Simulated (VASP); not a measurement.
Runs of VASP 6.6.1 on Zr2BN3. The structure is that of space group P6/mmm (No. 191), or close to it. The cells are those of the table. The cell was generated, and may not be a known phase.

```csv
task,cell,k mesh,cutoff (eV),gap on the mesh (eV),pressure (GPa)
single point,"a = 5.289, b = 5.289, c = 2.696 Å, angles 90.0, 90.0, 120.0°, 6 atoms",6 × 6 × 6,520,none,65.4
single point,"a = 5.641, b = 5.641, c = 2.961 Å, angles 90.0, 90.0, 120.0°, 6 atoms",12 × 12 × 12,520,none,(a)
relaxation of cell and atoms,"relaxed from a = 5.289, b = 5.289, c = 2.696 Å, angles 90.0, 90.0, 120.0°, 6 atoms",6 × 6 × 6,600,none,0.3
single point,"a = 5.636, b = 5.636, c = 2.965 Å, angles 90.0, 90.0, 120.0°, 6 atoms",6 × 6 × 6,520,none,0.2
```

Alike in all rows: level PBE; potentials or basis VASP PAW PBE potentials, release 64 (Zr_sv, B, N); no spin polarisation; smearing gaussian 0.1 eV.

Q: Estimate the missing entries.

A: (a) 0.1.

Caveats: some runs use coarse meshes.

A k mesh can miss the band edges, and the runs leave out spin-orbit coupling on Zr.

A gap of «none» marks levels without a gap at the run's occupations.
